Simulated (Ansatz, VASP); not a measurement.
## One calculation of GaSb, two programs

```xyz
2
Lattice="0.0000 3.0760 3.0760 3.0760 0.0000 3.0760 3.0760 3.0760 0.0000" Properties=species:S:1:pos:R:3 pbc="T T T"
Ga    0.0000    0.0000    0.0000
Sb    4.6140    4.6140    4.6140
```

Alike in both runs: task single point; functional PBEsol; k mesh 10 × 10 × 10; occupations gaussian, width 0.05 eV; no spin polarisation.

|  | VASP | Ansatz |
| --- | --- | --- |
| version | VASP 6.6.1 | Ansatz 0.2.0 |
| potentials or method | VASP PAW PBE potentials, release 64 (Ga_d, Sb), cutoff 520 eV | scalar-relativistic, plane waves, PAW |
| valence electrons in the cell | 18 | 28 |

Ansatz gave:

| Quantity | Value |
| --- | --- |
| pressure (GPa) | -1.0 |

**Question.** Which values does VASP return?

**Answer.** Pressure (GPa): -0.9.

VASP's potentials were made for PBE, not for PBEsol. With one functional, cell and mesh, what is left measures potentials, basis and numerics. VASP's potentials hold 18 valence electrons a cell and Ansatz's 28, so a difference there can come from the potentials and not from the codes.

Spin-orbit coupling is off throughout.
